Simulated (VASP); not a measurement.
# InSb3 (P4/mmm) in VASP: notebook, part 2 of 3

VASP 6.6.1. Earlier steps stand in the parts before.

### Step 3. Single point, PBE (volume 26.401 Å^3 an atom, c/a of the conventional cell 1.0625)

Contents of INCAR:

```
PREC = Accurate
ENCUT = 520
EDIFF = 1E-6
ISMEAR = 0
SIGMA = 0.15
LREAL = False
LASPH = True
NELM = 100
ALGO = Normal
ISIF = 2
LWAVE = False
LCHARG = False
GGA = PE
NBANDS = 22
```

Contents of KPOINTS:

```
Automatic mesh
0
Gamma
  10 10 10
```

Contents of POSCAR:

```
InSb3
1.0
    4.6321627508      0.0000000000      0.0000000000
    0.0000000000      4.6321627508      0.0000000000
    0.0000000000      0.0000000000      4.9216729228
In Sb
1 3
Direct
    0.0000000000      0.0000000000      0.0000000000
    0.5000000000      0.0000000000      0.5000000000
    0.0000000000      0.5000000000      0.5000000000
    0.5000000000      0.5000000000      0.0000000000
```

Potentials or basis: VASP PAW PBE potentials, release 64 (In_d, Sb).

Command:

```console
> cat potpaw_PBE.64/In_d/POTCAR potpaw_PBE.64/Sb/POTCAR > POTCAR
> mpirun -np 1 vasp_std > vasp.out
```

OUTCAR:

```text
PREC = Accurate
   ENCUT = 520
   EDIFF = 1E-6
   ISMEAR = 0
   LREAL = False
   LASPH = True
   NELM = 100
   ISIF = 2
   GGA = PE

 ion  position               nearest neighbor table
   1  0.000  0.000  0.000-   4 3.28   4 3.28   4 3.28   4 3.28   3 3.38   3 3.38   3 3.38   3 3.38
                             2 3.38   2 3.38   2 3.38   2 3.38
   2  0.500  0.000  0.500-   3 3.28   3 3.28   3 3.28   3 3.28   4 3.38   1 3.38   4 3.38   4 3.38
                             1 3.38   4 3.38   1 3.38   1 3.38
   3  0.000  0.500  0.500-   2 3.28   2 3.28   2 3.28   2 3.28   4 3.38   1 3.38   1 3.38   1 3.38
                             4 3.38   4 3.38   4 3.38   1 3.38
   4  0.500  0.500  0.000-   1 3.28   1 3.28   1 3.28   1 3.28   3 3.38   2 3.38   2 3.38   2 3.38
                             3 3.38   3 3.38   3 3.38   2 3.38

  LATTYP: Found a simple tetragonal cell.
 ALAT       =     4.6321627508
 C/A-ratio  =     1.0625000000

  Lattice vectors:

 A1 = (   4.6321627508,   0.0000000000,   0.0000000000)
 A2 = (   0.0000000000,   4.6321627508,   0.0000000000)
 A3 = (   0.0000000000,   0.0000000000,   4.9216729228)

Analysis of symmetry for initial positions (statically):
=====================================================================
 Subroutine PRICEL returns:
 Original cell was already a primitive cell.

 Routine SETGRP: Setting up the symmetry group for a
 simple tetragonal supercell.

 Subroutine GETGRP returns: Found 16 space group operations
 (whereof 16 operations were pure point group operations)
 out of a pool of 16 trial point group operations.

The static configuration has the point symmetry D_4h.

Analysis of symmetry for dynamics (positions and initial velocities):
=====================================================================
 Subroutine PRICEL returns:
 Original cell was already a primitive cell.

 Routine SETGRP: Setting up the symmetry group for a
 simple tetragonal supercell.

 Subroutine GETGRP returns: Found 16 space group operations
 (whereof 16 operations were pure point group operations)
 out of a pool of 16 trial point group operations.

The dynamic configuration has the point symmetry D_4h.

 Subroutine INISYM returns: Found 16 space group operations
 (whereof 16 operations are pure point group operations),
 and found     1 'primitive' translations

----------------------------------------------------------------------------------------

                                     Primitive cell

  volume of cell :     105.6040

  direct lattice vectors                    reciprocal lattice vectors
     4.632162751  0.000000000  0.000000000     0.215881879  0.000000000  0.000000000
     0.000000000  4.632162751  0.000000000     0.000000000  0.215881879  0.000000000
     0.000000000  0.000000000  4.921672923     0.000000000  0.000000000  0.203182945

  length of vectors
     4.632162751  4.632162751  4.921672923     0.215881879  0.215881879  0.203182945

  position of ions in fractional coordinates (direct lattice)
     0.000000000  0.000000000  0.000000000
     0.500000000  0.000000000  0.500000000
     0.000000000  0.500000000  0.500000000
     0.500000000  0.500000000  0.000000000

  ion indices of the primitive-cell ions
   primitive index   ion index
                 1           1
                 2           2
                 3           3
                 4           4

----------------------------------------------------------------------------------------

 KPOINTS: Automatic mesh

Automatic generation of k-mesh.
 Grid dimensions read from file:
 generate k-points for:   10   10   10

 Generating k-lattice:

  Cartesian coordinates                     Fractional coordinates (reciprocal lattice)
     0.021588188  0.000000000  0.000000000     0.100000000  0.000000000  0.000000000
     0.000000000  0.021588188  0.000000000     0.000000000  0.100000000  0.000000000
     0.000000000  0.000000000  0.020318295     0.000000000  0.000000000  0.100000000

  Length of vectors
     0.021588188  0.021588188  0.020318295

  Shift w.r.t. Gamma in fractional coordinates (k-lattice)
     0.000000000  0.000000000  0.000000000

 Subroutine IBZKPT returns following result:
 ===========================================

 Found    126 irreducible k-points:

 Following reciprocal coordinates:
            Coordinates               Weight
  0.000000  0.000000  0.000000      1.000000
  0.100000  0.000000  0.000000      4.000000
  0.200000  0.000000  0.000000      4.000000
  0.300000  0.000000  0.000000      4.000000
  0.400000  0.000000  0.000000      4.000000
  0.500000  0.000000  0.000000      2.000000
[... 16 lines left out ...]
  0.100000  0.000000  0.100000      8.000000
  0.200000  0.000000  0.100000      8.000000
 [... further k-points ...]
   k-points           NKPTS =    126   k-points in BZ     NKDIM =    126   number of bands    NBANDS=     22
   number of dos      NEDOS =    301   number of ions     NIONS =      4
   total plane-waves  NPLWV =  51840
   dimension x,y,z NGX =    36 NGY =   36 NGZ =   40
   dimension x,y,z NGXF=    72 NGYF=   72 NGZF=   80
   ions per type =               1   3
   NGX,Y,Z   is equivalent  to a cutoff of  12.92, 12.92, 13.51 a.u.
   NGXF,Y,Z  is equivalent  to a cutoff of  25.84, 25.84, 27.02 a.u.
 SYSTEM =  unknown system
   PREC   = accura    normal or accurate (medium, high low for compatibility)
   ISTART =      0    job   : 0-new  1-cont  2-samecut
   ICHARG =      2    charge: 1-file 2-atom 10-const
   ISPIN  =      1    spin polarized calculation?
   LNONCOLLINEAR =      F non collinear calculations
   LSORBIT =      F    spin-orbit coupling
   LASPH  =      T    aspherical Exc in radial PAW
   ENCUT  =  520.0 eV  38.22 Ry    6.18 a.u.   8.61  8.61  9.15*2*pi/ulx,y,z
   NELM   =    100;   NELMIN=  2; NELMDL= -5     # of ELM steps
   EDIFF  = 0.1E-05   stopping-criterion for ELM
   LREAL  =      F    real-space projection
   EDIFFG = 0.1E-04   stopping-criterion for IOM
   NSW    =      0    number of steps for IOM
   IBRION =     -1    ionic relax: 0-MD 1-quasi-New 2-CG
   NFREE  =      0    steps in history (QN), initial steepest desc. (CG)
   ISIF   =      2    stress and relaxation
   ISYM   =      2    0-nonsym 1-usesym 2-fastsym
   POTIM  = 0.5000    time-step for ionic-motion
   TEBEG  =    0.0;   TEEND  =   0.0 temperature during run
   PSTRESS=    0.0 pullay stress
   NELECT =      28.0000    total number of electrons
   NUPDOWN=      -1.0000    fix difference up-down
   EMIN   =  10.00;   EMAX   =-10.00  energy-range for DOS
   EFERMI =   0.00;   METHOD = LEGACY
   ISMEAR =     0;   SIGMA  =   0.15  broadening in eV -4-tet -1-fermi 0-gaus
   EFERMI_NEDOS =   21; number of points for ismear=-14 and -15
   IALGO  =     38    algorithm
   IMIX   =      4    mixing-type and parameters
     AMIX     =   0.40;   BMIX     =  1.00
     AMIX_MAG =   1.60;   BMIX_MAG =  1.00
  volume/ion in A,a.u.               =      26.40       178.16
  Fermi-wavevector in a.u.,A,eV,Ry     =   1.051721  1.987465 15.049648  1.106118
  Thomas-Fermi vector in A             =   2.186776
   LORBIT       =      0    0 simple, 1 ext, 2 COOP (PROOUT), +10 PAW based schemes
   GGA     = PE    functional components
   LHFCALC =     F    Hartree Fock is set to
   AEXX    =    0.0000 exact exchange contribution
   IVDW    =     0    specifies the selected vdW correction
   LEPSILON=     F    determine dielectric tensor
   LRPA    =     F    only Hartree local field effects (RPA)
 non-spin polarized calculation
 Gauss-broadening in eV      SIGMA  =   0.15
  energy-cutoff  :      520.00
  volume of cell :      105.60
 maximum number of plane-waves:      2883
 NGX is ok and might be reduce to    36
   NGX = 17   NGY = 17   NGZ = 19

 number of electron      27.9999991 magnetization

 Free energy of the ion-electron system (eV)
  ---------------------------------------------------
  ext. energy  EPLUGINS =         0.00000000
  ---------------------------------------------------
  free energy    TOTEN  =       -14.20447780 eV

  energy without entropy =      -14.18325532  energy(sigma->0) =      -14.19386656

 E-fermi :   8.4426     XC(G=0): -10.2852

 val. band max:        8.4395236100   @ k =   0.5000   0.1000   0.4000
 cond. band min:       8.4434331274   @ k =   0.1000   0.1000   0.5000
 fundamental gap:      0.0039095174
 Fermi energy:         8.4426218823

 k-point     1 :       0.0000    0.0000    0.0000
  band No.  band energies     occupation
      1      -6.1184      2.00000
      2      -6.1016      2.00000
      3      -6.0888      2.00000
      4      -6.0888      2.00000
      5      -6.0883      2.00000
      6      -4.0741      2.00000
[... 589 lines left out ...]
     21      13.8792      0.00000
     22      14.0281      0.00000

 [... further k-points ...]
[... 5 lines left out ...]
  --------------------------------------------------------------------------------------
  -------------------------------------------------------------------------------------
  Total        2.1017771      2.1017771      1.9523179      0.0000000      0.0000000     -0.0000000
  in kB       31.8872348     31.8872348     29.6197061      0.0000000      0.0000000     -0.0000000
  external PRESSURE =      31.1313919 kB  Pullay stress =       0.0000000 kB

 VOLUME and BASIS-vectors are now :
 -----------------------------------------------------------------------------
  energy-cutoff  :      520.00
  volume of cell :      105.60
      direct lattice vectors                 reciprocal lattice vectors
     4.632162751  0.000000000  0.000000000     0.215881879  0.000000000  0.000000000
     0.000000000  4.632162751  0.000000000     0.000000000  0.215881879  0.000000000
     0.000000000  0.000000000  4.921672923     0.000000000  0.000000000  0.203182945

 POSITION                                       TOTAL-FORCE (eV/Angst)
 -----------------------------------------------------------------------------------
      0.00000      0.00000      0.00000         0.000000      0.000000      0.000000
      2.31608      0.00000      2.46084         0.000000      0.000000      0.000000
      0.00000      2.31608      2.46084         0.000000      0.000000      0.000000
      2.31608      2.31608      0.00000         0.000000      0.000000      0.000000
 -----------------------------------------------------------------------------------
    total drift:                                0.000000     -0.000000     -0.000000

  FREE ENERGIE OF THE ION-ELECTRON SYSTEM (eV)
  ---------------------------------------------------
  free  energy   TOTEN  =       -14.2044778040 eV

  energy  without entropy=      -14.1832553195  energy(sigma->0) =      -14.19386656
```

stdout:

```text
POSCAR found type information on POSCAR InSb
 POSCAR found :  2 types and       4 ions
 scaLAPACK will be used
 LDA part: xc-table for (Slater+PW92), standard interpolation
 POSCAR, INCAR and KPOINTS ok, starting setup
 FFT: planning ... GRIDC
 FFT: planning ... GRID_SOFT
 FFT: planning ... GRID
 WAVECAR not read
 entering main loop
```

It took 2.4 min on 1 thread of Intel Xeon 6975P-C, shared host; peak memory 0.42 GiB.

Results:

* Free energy: -14.2045 eV
* Pressure: 3.1 GPa
* Band gap on the k mesh: zero (band 14 reaches 11.65 eV, above the bottom of band 15 at 7.12 eV)

Caveat: spin-orbit coupling is left out, which moves the levels of the heavy elements.

[end of part 2 of 3]
